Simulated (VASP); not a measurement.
Set up this calculation in VASP 6.6.1, as the native input.

- Task: single point
- Functional: PBE
- Potentials or basis: VASP PAW PBE potentials, release 64 (Ba_sv, Ti_sv, O)
- Cutoff: 520 eV
- k mesh: 6 × 6 × 4
- Occupations: gaussian, width 0.05 eV
- Spin: no spin polarisation
- Hubbard terms: Ti d U = 4.0 eV
- Dipole correction: no
- Further INCAR settings: ALGO = Normal; EDIFF = 1e-06; NBANDS = 51

The structure of BaTiO3 lies in POSCAR:

```
BaTiO3
1.0
    2.8603720851      1.6514365933      2.3460535783
   -2.8603720851      1.6514365933      2.3460535783
    0.0000000000     -6.6057463733      4.6921071566
Ba Ti O
2 2 6
Direct
    0.0025045427      0.0024637152      0.0015360993
    0.0025045427      0.0024637152      0.5015360993
    0.5140396700      0.5143301677      0.2550032998
    0.5140396700      0.5143301677      0.7550032998
    0.4823860519      0.4802593736      0.4739501030
    0.4823860519      0.4802593736      0.9739501030
    0.4805328597      1.0017080559      0.2550469074
    0.4805328597      1.0017080559      0.7550469074
    0.9980968293      0.4785296207      0.2551078506
    0.9980968293      0.4785296207      0.7551078506
```

This cell differs from its parent crystal: atoms displaced along a vibrational mode.

These files were run (other wordings do the same):

INCAR

```
SYSTEM = BaTiO3
ALGO = Normal
EDIFF = 1E-6
ENCUT = 520
GGA = PE
ISIF = 2
ISMEAR = 0
LASPH = .TRUE.
LCHARG = .TRUE.
LDAU = .TRUE.
LDAUJ = 0 0 0
LDAUL = -1 2 -1
LDAUPRINT = 1
LDAUTYPE = 2
LDAUU = 0 4 0
LELF = .TRUE.
LMAXMIX = 4
LREAL = .FALSE.
LVHAR = .TRUE.
LWAVE = .FALSE.
NBANDS = 51
NELM = 150
PREC = Accurate
SIGMA = 0.05
```

KPOINTS

```
k-points
0
G
  6 6 4
  0 0 0
```

Potentials or basis: VASP PAW PBE potentials, release 64 (Ba_sv, Ti_sv, O).

Launch:

```console
$ cat potpaw_PBE.64/Ba_sv/POTCAR potpaw_PBE.64/Ti_sv/POTCAR potpaw_PBE.64/O/POTCAR > POTCAR
$ mpirun -np 1 vasp_std > vasp.out
```

It gave:

| Item | Value |
| --- | --- |
| Pressure | 5.6 GPa |
| Largest force | 2.971 eV/Å |
| Band gap on the k mesh | 2.57 eV |

Caveat: the cell differs from its parent crystal (atoms displaced along a vibrational mode); the cell stands under pressure; spin-orbit coupling is left out, which moves the levels of the heavy elements; forces of over 1 eV/Å act on the atoms, so gaps and moduli don't describe the material at rest.

Wall time 22 min on 1 thread of Oxide Virtual Turin-like Processor (shared host), peak memory 0.48 GiB.
